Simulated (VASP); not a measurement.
# TePb (Fm-3m) in VASP: single point with r2SCAN

Aim: the single point of TePb with r2SCAN.

Program: VASP 6.6.1. These are calculated values, not measurements. Logs are shortened: lines on timing, memory, paths and dates and some standing lists are left out, and cuts for length are marked.

## (1) The cell of the first run

It takes space group Fm-3m (No. 225, cubic). The conventional cell has a = 6.447 Å, b = 6.447 Å, c = 6.447 Å, α = 90.00°, β = 90.00°, γ = 90.00°. Within 4.2 Å of Te (site symmetry m-3m) lie 6 Pb at 3.22 Å. Pb (site symmetry m-3m) has 6 Te at 3.22 Å within 4.2 Å.

## (2) Single point, r2SCAN (volume scaled by 0.960)

Contents of POSCAR:

```
TePb
1.0
    0.0000000000      3.2235551415      3.2235551415
    3.2235551415      0.0000000000      3.2235551415
    3.2235551415      3.2235551415      0.0000000000
Te Pb
1 1
Direct
    0.5000000000      0.5000000000      0.5000000000
    0.0000000000      0.0000000000      0.0000000000
```

Contents of INCAR.step1:

```
SYSTEM = TePb
  ALGO = Normal
  EDIFF = 1E-4
  ENCUT = 520
  GGA = PE
  ISMEAR = 0
  LASPH = .True.
  LCHARG = .False.
  LREAL = .False.
  LWAVE = .True.
  NBANDS = 17
  NELM = 100
  PREC = Accurate
  SIGMA = 0.05
```

Contents of INCAR.step2:

```
SYSTEM = TePb
  ALGO = Normal
  EDIFF = 1E-6
  ENCUT = 520
  ISIF = 2
  ISMEAR = 0
  ISTART = 1
  LASPH = .True.
  LCHARG = .False.
  LMIXTAU = .True.
  LREAL = .False.
  LWAVE = .False.
  METAGGA = R2SCAN
  NBANDS = 17
  NELM = 100
  PREC = Accurate
  SIGMA = 0.05
```

Contents of KPOINTS:

```
k-points
0
Gamma
  6 6 6
  0 0 0
```

Potentials or basis: VASP PAW PBE potentials, release 64 (Te, Pb_d).

Command:

```
> cat potpaw_PBE.64/Te/POTCAR potpaw_PBE.64/Pb_d/POTCAR > POTCAR
> cp INCAR.step1 INCAR
> mpirun -np 1 vasp_std > vasp.out
> cp INCAR.step2 INCAR
> mpirun -np 1 vasp_std > vasp.out
```

OUTCAR:

```text
SYSTEM = TePb
   EDIFF = 1E-6
   ENCUT = 520
   ISIF = 2
   ISMEAR = 0
   ISTART = 1
   LASPH = .True.
   LREAL = .False.
   METAGGA = R2SCAN
   NELM = 100
   PREC = Accurate

 ion  position               nearest neighbor table
   1  0.500  0.500  0.500-   2 3.22   2 3.22   2 3.22   2 3.22   2 3.22   2 3.22
   2  0.000  0.000  0.000-   1 3.22   1 3.22   1 3.22   1 3.22   1 3.22   1 3.22

  LATTYP: Found a face centered cubic cell.
 ALAT       =     6.4471102830

  Lattice vectors:

 A1 = (   0.0000000000,   3.2235551415,   3.2235551415)
 A2 = (   3.2235551415,   0.0000000000,   3.2235551415)
 A3 = (   3.2235551415,   3.2235551415,   0.0000000000)

Analysis of symmetry for initial positions (statically):
=====================================================================
 Subroutine PRICEL returns:
 Original cell was already a primitive cell.

 Routine SETGRP: Setting up the symmetry group for a
 face centered cubic supercell.

 Subroutine GETGRP returns: Found 48 space group operations
 (whereof 48 operations were pure point group operations)
 out of a pool of 48 trial point group operations.

The static configuration has the point symmetry O_h .

Analysis of symmetry for dynamics (positions and initial velocities):
=====================================================================
 Subroutine PRICEL returns:
 Original cell was already a primitive cell.

 Routine SETGRP: Setting up the symmetry group for a
 face centered cubic supercell.

 Subroutine GETGRP returns: Found 48 space group operations
 (whereof 48 operations were pure point group operations)
 out of a pool of 48 trial point group operations.

The dynamic configuration has the point symmetry O_h .

 Subroutine INISYM returns: Found 48 space group operations
 (whereof 48 operations are pure point group operations),
 and found     1 'primitive' translations

----------------------------------------------------------------------------------------

                                     Primitive cell

  volume of cell :      66.9939

  direct lattice vectors                    reciprocal lattice vectors
     0.000000000  3.223555141  3.223555141    -0.155108251  0.155108251  0.155108251
     3.223555141  0.000000000  3.223555141     0.155108251 -0.155108251  0.155108251
     3.223555141  3.223555141  0.000000000     0.155108251  0.155108251 -0.155108251

  length of vectors
     4.558795400  4.558795400  4.558795400     0.268655371  0.268655371  0.268655371

  position of ions in fractional coordinates (direct lattice)
     0.500000000  0.500000000  0.500000000
     0.000000000  0.000000000  0.000000000

  ion indices of the primitive-cell ions
   primitive index   ion index
                 1           1
                 2           2

----------------------------------------------------------------------------------------

 KPOINTS: k-points

Automatic generation of k-mesh.
 Grid dimensions read from file:
 generate k-points for:    6    6    6

 Generating k-lattice:

  Cartesian coordinates                     Fractional coordinates (reciprocal lattice)
    -0.025851375  0.025851375  0.025851375     0.166666667  0.000000000  0.000000000
     0.025851375 -0.025851375  0.025851375     0.000000000  0.166666667  0.000000000
     0.025851375  0.025851375 -0.025851375     0.000000000  0.000000000  0.166666667

  Length of vectors
     0.044775895  0.044775895  0.044775895

  Shift w.r.t. Gamma in fractional coordinates (k-lattice)
     0.000000000  0.000000000  0.000000000

 Subroutine IBZKPT returns following result:
 ===========================================

 Found     16 irreducible k-points:

 Following reciprocal coordinates:
            Coordinates               Weight
  0.000000  0.000000  0.000000      1.000000
  0.166667  0.000000  0.000000      8.000000
  0.333333  0.000000  0.000000      8.000000
  0.500000  0.000000  0.000000      4.000000
  0.166667  0.166667  0.000000      6.000000
  0.333333  0.166667  0.000000     24.000000
[... 8 lines left out ...]
 -0.333333  0.333333  0.166667     24.000000
 -0.333333  0.500000  0.166667     12.000000
   k-points           NKPTS =     16   k-points in BZ     NKDIM =     16   number of bands    NBANDS=     17
   number of dos      NEDOS =    301   number of ions     NIONS =      2
   total plane-waves  NPLWV =  46656
   dimension x,y,z NGX =    36 NGY =   36 NGZ =   36
   dimension x,y,z NGXF=    72 NGYF=   72 NGZF=   72
   ions per type =               1   1
   NGX,Y,Z   is equivalent  to a cutoff of  13.13, 13.13, 13.13 a.u.
   NGXF,Y,Z  is equivalent  to a cutoff of  26.26, 26.26, 26.26 a.u.
 SYSTEM =  TePb
   PREC   = accura    normal or accurate (medium, high low for compatibility)
   ISTART =      1    job   : 0-new  1-cont  2-samecut
   ICHARG =      0    charge: 1-file 2-atom 10-const
   ISPIN  =      1    spin polarized calculation?
   LNONCOLLINEAR =      F non collinear calculations
   LSORBIT =      F    spin-orbit coupling
   LASPH  =      T    aspherical Exc in radial PAW
   ENCUT  =  520.0 eV  38.22 Ry    6.18 a.u.   8.48  8.48  8.48*2*pi/ulx,y,z
   NELM   =    100;   NELMIN=  2; NELMDL=  0     # of ELM steps
   EDIFF  = 0.1E-05   stopping-criterion for ELM
   LREAL  =      F    real-space projection
   EDIFFG = 0.1E-04   stopping-criterion for IOM
   NSW    =      0    number of steps for IOM
   IBRION =     -1    ionic relax: 0-MD 1-quasi-New 2-CG
   NFREE  =      0    steps in history (QN), initial steepest desc. (CG)
   ISIF   =      2    stress and relaxation
   ISYM   =      2    0-nonsym 1-usesym 2-fastsym
   POTIM  = 0.5000    time-step for ionic-motion
   TEBEG  =    0.0;   TEEND  =   0.0 temperature during run
   PSTRESS=    0.0 pullay stress
   NELECT =      20.0000    total number of electrons
   NUPDOWN=      -1.0000    fix difference up-down
   EMIN   =  10.00;   EMAX   =-10.00  energy-range for DOS
   EFERMI =   0.00;   METHOD = LEGACY
   ISMEAR =     0;   SIGMA  =   0.05  broadening in eV -4-tet -1-fermi 0-gaus
   EFERMI_NEDOS =   21; number of points for ismear=-14 and -15
   IALGO  =     38    algorithm
   IMIX   =      4    mixing-type and parameters
     AMIX     =   0.40;   BMIX     =  1.00
     AMIX_MAG =   1.60;   BMIX_MAG =  1.00
  volume/ion in A,a.u.               =      33.50       226.05
  Fermi-wavevector in a.u.,A,eV,Ry     =   1.094140  2.067626 16.288123  1.197143
  Thomas-Fermi vector in A             =   2.230439
   LORBIT       =      0    0 simple, 1 ext, 2 COOP (PROOUT), +10 PAW based schemes
   METAGGA = R2SCAN    functional components
   LHFCALC =     F    Hartree Fock is set to
   AEXX    =    0.0000 exact exchange contribution
   IVDW    =     0    specifies the selected vdW correction
   LEPSILON=     F    determine dielectric tensor
   LRPA    =     F    only Hartree local field effects (RPA)
 non-spin polarized calculation
 Gauss-broadening in eV      SIGMA  =   0.05
  energy-cutoff  :      520.00
  volume of cell :       66.99
 maximum number of plane-waves:      1821
 NGX is ok and might be reduce to    36
   NGX = 17   NGY = 17   NGZ = 17

 number of electron      20.0000002 magnetization

 Free energy of the ion-electron system (eV)
  ---------------------------------------------------
  ext. energy  EPLUGINS =         0.00000000
  ---------------------------------------------------
  free energy    TOTEN  =       -82.68993088 eV

  energy without entropy =      -82.68993088  energy(sigma->0) =      -82.68993088

 E-fermi :   5.8370     XC(G=0):  -9.8499

 val. band max:        5.6134397110   @ k =   0.5000   0.0000   0.0000
 cond. band min:       6.6181102506   @ k =   0.5000   0.0000   0.0000
 fundamental gap:      1.0046705396
 Fermi energy:         5.8369824801

 k-point     1 :       0.0000    0.0000    0.0000
  band No.  band energies     occupation
      1     -11.7832      2.00000
      2     -11.7832      2.00000
      3     -11.7704      2.00000
      4     -11.7704      2.00000
      5     -11.7704      2.00000
      6      -6.9750      2.00000
[... 9 lines left out ...]
     16      11.7673      0.00000
     17      13.4058      0.00000

 k-point     2 :       0.1667    0.0000    0.0000
  band No.  band energies     occupation
      1     -11.7870      2.00000
      2     -11.7870      2.00000
      3     -11.7698      2.00000
      4     -11.7665      2.00000
      5     -11.7665      2.00000
      6      -6.7239      2.00000
[... 9 lines left out ...]
     16      12.2945      0.00000
     17      15.1657      0.00000

 k-point     3 :       0.3333    0.0000    0.0000
  band No.  band energies     occupation
      1     -11.7959      2.00000
      2     -11.7959      2.00000
      3     -11.7686      2.00000
      4     -11.7574      2.00000
      5     -11.7574      2.00000
      6      -6.0365      2.00000
[... 9 lines left out ...]
     16      13.7058      0.00000
     17      17.2557      0.00000

 k-point     4 :       0.5000    0.0000    0.0000
  band No.  band energies     occupation
      1     -11.8004      2.00000
      2     -11.8004      2.00000
      3     -11.7681      2.00000
      4     -11.7526      2.00000
      5     -11.7526      2.00000
      6      -5.4436      2.00000
[... 9 lines left out ...]
     16      15.2987      0.00000
     17      15.3178      0.00000
[... 183 lines left out ...]
      1     -11.8221      2.00000
      2     -11.7860      2.00000
      3     -11.7702      2.00000
      4     -11.7546      2.00000
      5     -11.7509      2.00000
      6      -5.5305      2.00000
[... 9 lines left out ...]
     16      15.1605      0.00000
     17      15.7535      0.00000

 k-point    15 :      -0.3333    0.3333    0.1667
  band No.  band energies     occupation
      1     -11.8259      2.00000
      2     -11.7894      2.00000
      3     -11.7631      2.00000
      4     -11.7606      2.00000
      5     -11.7471      2.00000
      6      -5.1171      2.00000
[... 9 lines left out ...]
     16      16.3673      0.00000
     17      16.7177      0.00000

 k-point    16 :      -0.3333    0.5000    0.1667
  band No.  band energies     occupation
      1     -11.8409      2.00000
      2     -11.7815      2.00000
      3     -11.7718      2.00000
      4     -11.7532      2.00000
      5     -11.7435      2.00000
      6      -5.0420      2.00000
[... 9 lines left out ...]
     16      16.9128      0.00000
     17      17.6587      0.00000

------------------------ aborting loop because EDIFF is reached ----------------------------------------

  FORCE on cell =-STRESS in cart. coord.  units (eV):
  Direction    XX          YY          ZZ          XY          YZ          ZX
  --------------------------------------------------------------------------------------
  -------------------------------------------------------------------------------------
  Total        0.7914575      0.7914575      0.7914575      0.0000000      0.0000000     -0.0000000
  in kB       18.9279194     18.9279194     18.9279194      0.0000000      0.0000000     -0.0000000
  external PRESSURE =      18.9279194 kB  Pullay stress =       0.0000000 kB

 VOLUME and BASIS-vectors are now :
 -----------------------------------------------------------------------------
  energy-cutoff  :      520.00
  volume of cell :       66.99
      direct lattice vectors                 reciprocal lattice vectors
     0.000000000  3.223555141  3.223555141    -0.155108251  0.155108251  0.155108251
     3.223555141  0.000000000  3.223555141     0.155108251 -0.155108251  0.155108251
     3.223555141  3.223555141  0.000000000     0.155108251  0.155108251 -0.155108251

 POSITION                                       TOTAL-FORCE (eV/Angst)
 -----------------------------------------------------------------------------------
      3.22356      3.22356      3.22356        -0.000000      0.000000      0.000000
      0.00000      0.00000      0.00000         0.000000     -0.000000     -0.000000
 -----------------------------------------------------------------------------------
    total drift:                               -0.000000      0.000000      0.000000

  FREE ENERGIE OF THE ION-ELECTRON SYSTEM (eV)
  ---------------------------------------------------
  free  energy   TOTEN  =       -82.6899308756 eV

  energy  without entropy=      -82.6899308756  energy(sigma->0) =      -82.68993088
```

Run time: 54 s. Hardware: 1 thread of AMD EPYC 9R45 (Zen 5), shared host; peak memory 0.19 GiB.

What came out:

```yaml
Free_energy: -82.6899 eV
Pressure: 1.9 GPa
Band_gap_on_the_k_mesh: 1.00 eV, direct
```

Caveat: the PAW data sets were made with another functional, which shifts forces and pressure a little; spin-orbit coupling is left out, which moves the levels of the heavy elements. A k mesh can miss the band edges.
